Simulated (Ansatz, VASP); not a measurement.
## RbBr in VASP and in Ansatz

File POSCAR:

```
RbBr
1.0
    0.0280869168      3.4716088936      3.4716088936
    3.4716088936      0.0280869168      3.4716088936
    3.4716088936      3.4716088936      0.0280869168
Rb Br
1 1
Direct
    0.0000000000      0.0000000000      0.0000000000
    0.5000000000      0.5000000000      0.5000000000
```

INCAR.step1

```
PREC = Accurate
ENCUT = 520
EDIFF = 1E-5
ISMEAR = 0
SIGMA = 0.01
LREAL = False
LASPH = True
NELM = 80
ALGO = Normal
ISIF = 2
LWAVE = True
LCHARG = False
NBANDS = 15
GGA = PE
```

Contents of INCAR.step2:

```
PREC = Accurate
ENCUT = 520
EDIFF = 1E-6
ISMEAR = 0
SIGMA = 0.01
LREAL = False
LASPH = True
NELM = 80
ALGO = Normal
ISIF = 2
LWAVE = False
LCHARG = False
GGA = PE
LHFCALC = True
HFSCREEN = 0.2079
PRECFOCK = Normal
NBANDS = 15
ISTART = 1
```

Contents of KPOINTS:

```
regular mesh
0
Gamma
  4 4 4
```

Input for Ansatz:

```yaml
crystal:
  lattice:
    - [0.0280869168, 3.4716088936, 3.4716088936]
    - [3.4716088936, 0.0280869168, 3.4716088936]
    - [3.4716088936, 3.4716088936, 0.0280869168]
  atoms:
    - { symbol: Rb, position: [0.0, 0.0, 0.0] }
    - { symbol: Br, position: [0.5, 0.5, 0.5] }
kpoints:
  mp_grid: { grid: [4, 4, 4] }
  band_path:
    path:
      - [0.0, 0.0, 0.0]
      - [0.5, 0.0, 0.5]
      - [0.625, 0.25, 0.625]
      - [0.375, 0.375, 0.75]
      - [0.5, 0.5, 0.5]
      - [0.5, 0.25, 0.75]
    npoints: 1
hamiltonian:
  xc: hse06
scf:
  occupations: { method: fixed }
  n_extra_bands: 4
output:
  forces: true
  stress: true
  eigenvalues: true
```

Change from the starting cell: epitaxial_111 strain -0.5%.

Alike in both runs: task single point; functional HSE06; k mesh 4 × 4 × 4; no spin polarisation.

```csv
,VASP,Ansatz
version,VASP 6.6.1,Ansatz 0.2.0
potentials or method,"VASP PAW PBE potentials, release 64 (Rb_sv, Br)","plane waves, PAW"
plane-wave cutoff (eV),520,420
occupations,"gaussian, width 0.01 eV",fixed
valence electrons in the cell,16,16
```

```csv
,VASP,Ansatz,Ansatz less VASP
gap on the k mesh at the Fermi level (eV),5.44,5.44,+0.001
pressure (GPa),0.4,0.4,0.00
```

Ansatz's warnings: stress exchange threshold loose, stress scf threshold loose.
